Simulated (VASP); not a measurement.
The system is Si2Mo.

```
Mo Si
1.0
    -1.57838    1.57838    3.87738
     1.57838   -1.57838    3.87738
     1.57838    1.57838   -3.87738
Mo Si
1 2
Direct
  0.00000 0.00000 0.00000
  0.66700 0.66700 0.00000
  0.33300 0.33300 0.00000
```

Base run:

| Item | Value |
| --- | --- |
| Program | VASP 6.6.1 |
| Functional | PBE |
| Potentials or basis | VASP PAW PBE potentials, release 64 (Mo_sv, Si) |
| Cutoff | 520 eV |
| k mesh | 12 × 12 × 12 |
| Occupations | fermi-dirac, width 0.05 eV |
| Spin | no spin polarisation |

Its results: band gap on the k mesh zero (bands 11 and 12 overlap by 1.06 eV); pressure 12.2 GPa; largest force 0.207 eV/Å.

Problem. The run is repeated on the same cell with these changes: functional from PBE to PBEsol; dispersion from none to D4. What comes out?

Solution. Band gap on the k mesh zero (bands 11 and 12 overlap by 1.06 eV); pressure 3.3 GPa; largest force 0.261 eV/Å.

Several settings changed at once.

Caveats: the cell stands under pressure; the PAW data sets were made with another functional, which shifts forces and pressure a little (at least some runs).
